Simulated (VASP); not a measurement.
Here is a VASP 6.6.1 calculation.

The input INCAR:

```
SYSTEM = Al
PREC     = Accurate       ! precision mode
ENCUT    = 600            ! plane-wave cutoff, eV
EDIFF    = 1E-7           ! SCF threshold, eV
ISMEAR   = 0              ! smearing method
SIGMA    = 0.1            ! smearing width, eV
LREAL    = .False.        ! projectors in reciprocal space
LASPH    = .True.         ! aspherical terms in the spheres
NELM     = 80             ! most SCF steps
ALGO     = Fast           ! electronic algorithm
ISIF     = 3              ! what is computed and relaxed
LWAVE    = .False.        ! write WAVECAR
LCHARG   = .False.        ! write CHGCAR
GGA      = PE             ! functional
IBRION   = 2              ! ionic algorithm
NSW      = 80             ! ionic steps
EDIFFG   = -0.01          ! ionic threshold
```

Contents of KPOINTS:

```
regular mesh
0
Gamma
  12 12 10
  0 0 0
```

File POSCAR:

```
Al
1.0
    2.2740600258     -3.8492825491      0.0000000000
    2.2740600258      3.8492825491      0.0000000000
    0.0000000000      0.0000000000      4.5642593671
Al
4
Direct
    0.6562923084      0.3437076916      0.4174800566
    0.8437076916      0.1562923084      0.9174800566
    0.3437076916      0.6562923084      0.5825199434
    0.1562923084      0.8437076916      0.0825199434
```

Potentials or basis: VASP PAW PBE potentials, release 64 (Al).

Run with:

```bash
$ cat potpaw_PBE.64/Al/POTCAR > POTCAR
$ mpirun -np 1 vasp_std > vasp.out
```

(1) Estimate the space group after relaxing (to 0.1 Å).

(2) What does it give for the band gap on the k mesh?

(3) What does it give for the relaxed volume?

Results:

(1) Cmce (No. 64).

(2) zero (bands 6 and 7 overlap by 0.87 eV).

(3) 20.50 Å³/atom.
